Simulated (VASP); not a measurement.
The system is AlFe3.

```
Al Fe
1.0
     0.00000    2.89012    2.89012
     2.89012    0.00000    2.89012
     2.89012    2.89012    0.00000
Al Fe
1 3
Direct
  0.00000 0.00000 0.00000
  0.50000 0.50000 0.50000
  0.25000 0.25000 0.25000
  0.75000 0.75000 0.75000
```

Base run:

```yaml
Program: VASP 6.6.1
Functional: r2SCAN
Potentials_or_basis: VASP PAW PBE potentials, release 64 (Al, Fe)
Cutoff: 520 eV
k_mesh: 12 × 12 × 12
Occupations: gaussian, width 0.05 eV
Spin: collinear spin, ferromagnetic start
Starting_moments: "[0.0, 2.89, 2.89, 2.89] μB"
```

Its results: pressure -0.4 GPa; net moment 7.33 μB per cell; site moments Al -0.08; Fe +2.57 μB.

Q: The run is repeated on the same cell with these changes: spin from collinear spin, ferromagnetic start to collinear spin, ferrimagnetic start; moments at the start from [0.0, 2.89, 2.89, 2.89] to [0.0, 2.5, -2.5, -2.5]. What comes out?

A: Pressure 1.4 GPa; net moment -1.89 μB per cell; site moments Al +0.07; Fe +2.58, -2.38 (each value once) μB.

Caveats: the PAW data sets were made with another functional, which shifts forces and pressure a little.
